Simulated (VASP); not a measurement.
Set up this calculation in VASP 6.6.1, as the native input.

* Task: single point
* Functional: PBEsol
* Potentials or basis: VASP PAW PBE potentials, release 64 (Nb_sv, Si)
* Cutoff: 520 eV
* k mesh: 9 × 9 × 9
* Occupations: fermi-dirac, width 0.05 eV
* Spin: no spin polarisation
* Dipole correction: no
* Further INCAR settings: ALGO = Normal; EDIFF = 1e-07; NBANDS = 16

The structure of NbSi lies in POSCAR:

```
NbSi
1.0
    0.0000000000      2.5244357099      2.5244357099
    2.5244357099      0.0000000000      2.5244357099
    2.5244357099      2.5244357099      0.0000000000
Nb Si
1 1
Direct
    0.0000000000      0.0000000000      0.0000000000
    0.5000000000      0.5000000000      0.5000000000
```

One way to write it, as run:

INCAR

```
PREC = Accurate ; ENCUT = 520
EDIFF = 1E-7 ; ISMEAR = -1
SIGMA = 0.05 ; LREAL = False
LASPH = True ; NELM = 100
ALGO = Normal ; ISIF = 2
LWAVE = False ; LCHARG = False
GGA = PS ; NBANDS = 16
```

KPOINTS

```
regular mesh
0
Gamma
  9 9 9
```

Potentials or basis: VASP PAW PBE potentials, release 64 (Nb_sv, Si).

Launch:

```console
$ cat potpaw_PBE.64/Nb_sv/POTCAR potpaw_PBE.64/Si/POTCAR > POTCAR
$ mpirun -np 1 vasp_std > vasp.out
```

It gave:

```
Pressure : 4.9 GPa
```

Caveat: the PAW data sets were made with another functional, which shifts forces and pressure a little.

It took 48 s on 1 thread of Intel Xeon 8259CL (shared host), peak memory 0.16 GiB.
